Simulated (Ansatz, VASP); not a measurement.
## BAs in VASP and in Ansatz

Contents of POSCAR:

```
BAs
1.0
    0.0000000000      2.4397049562      2.4397049562
    2.4397049562      0.0000000000      2.4397049562
    2.4397049562      2.4397049562      0.0000000000
B As
1 1
Direct
    0.0000000000      0.0000000000      0.0000000000
    0.2500000000      0.2500000000      0.2500000000
```

File INCAR.step1:

```
SYSTEM = BAs
PREC = Accurate ; ENCUT = 520
ISMEAR = -1 ; SIGMA = 0.02
LREAL = .False. ; LASPH = .True.
NELM = 150 ; LNONCOLLINEAR = .True.
MAGMOM = 0 0 0 0 0 0 ; LSORBIT = .True.
GGA_COMPAT = .False. ; NBANDS = 20
GGA = PE ; ALGO = Normal
EDIFF = 1E-4 ; LWAVE = .True.
LCHARG = .False.
```

Contents of INCAR.step2:

```
SYSTEM = BAs
PREC = Accurate ; ENCUT = 520
EDIFF = 1E-7 ; ISMEAR = -1
SIGMA = 0.02 ; LREAL = .False.
LASPH = .True. ; NELM = 150
ALGO = Normal ; ISIF = 2
LWAVE = .False. ; LCHARG = .True.
LNONCOLLINEAR = .True. ; MAGMOM = 0 0 0 0 0 0
LORBIT = 11 ; LSORBIT = .True.
GGA_COMPAT = .False. ; LORBMOM = .True.
METAGGA = R2SCAN ; LMIXTAU = .True.
LVHAR = .True. ; NBANDS = 20
ISTART = 1
```

Contents of KPOINTS:

```
regular mesh
0
Gamma
  10 10 10
  0 0 0
```

Input for Ansatz:

```yaml
crystal:
  lattice:
    - [0.0, 2.4397049562, 2.4397049562]
    - [2.4397049562, 0.0, 2.4397049562]
    - [2.4397049562, 2.4397049562, 0.0]
  atoms:
    - { symbol: B, position: [0.0, 0.0, 0.0] }
    - { symbol: As, position: [0.25, 0.25, 0.25] }
kpoints:
  mp_grid: { grid: [10, 10, 10] }
  band_path:
    path:
      - [0.0, 0.0, 0.0]
      - [-0.5, -0.5, 0.0]
      - [-0.375, -0.375, 0.25]
      - [-0.375, 0.0, 0.375]
      - [0.0, 0.0, 0.5]
      - [-0.5, -0.25, 0.25]
      - [0.0, 0.395833, 0.395833]
    npoints: 1
hamiltonian:
  xc: r2scan
scf:
  occupations: { method: fermi_dirac, width: 0.02 }
  n_extra_bands: 8
magnetization:
  noncollinear: true
  spin_orbit: true
output:
  forces: true
  stress: true
  eigenvalues: true
  write_density: true
  write_potential: true
  elf: true
  volumetric_format: npy
```

Change from the starting cell: hydrostatic strain +2.0%.

Alike in both runs: task single point; functional r2SCAN; k mesh 10 × 10 × 10; occupations fermi-dirac, width 0.02 eV; non-collinear spin, spin-orbit coupling.

```csv
,VASP,Ansatz
version,VASP 6.6.1,Ansatz 0.2.0
potentials or method,"VASP PAW PBE potentials, release 64 (B, As)","plane waves, PAW"
plane-wave cutoff (eV),520,500
valence electrons in the cell,8,18
```

VASP gave:

| Item | Value |
| --- | --- |
| pressure (GPa) | -7.3 |
| net moment per atom (μB) | 0.00 |

Task: Which values does Ansatz return?

Result: Pressure (GPa): -7.4; net moment per atom (μB): 0.00.

VASP's potentials were made for PBE, not for r2SCAN. VASP's potentials hold 8 valence electrons a cell and Ansatz's 18, so a difference there can come from the potentials and not from the codes.
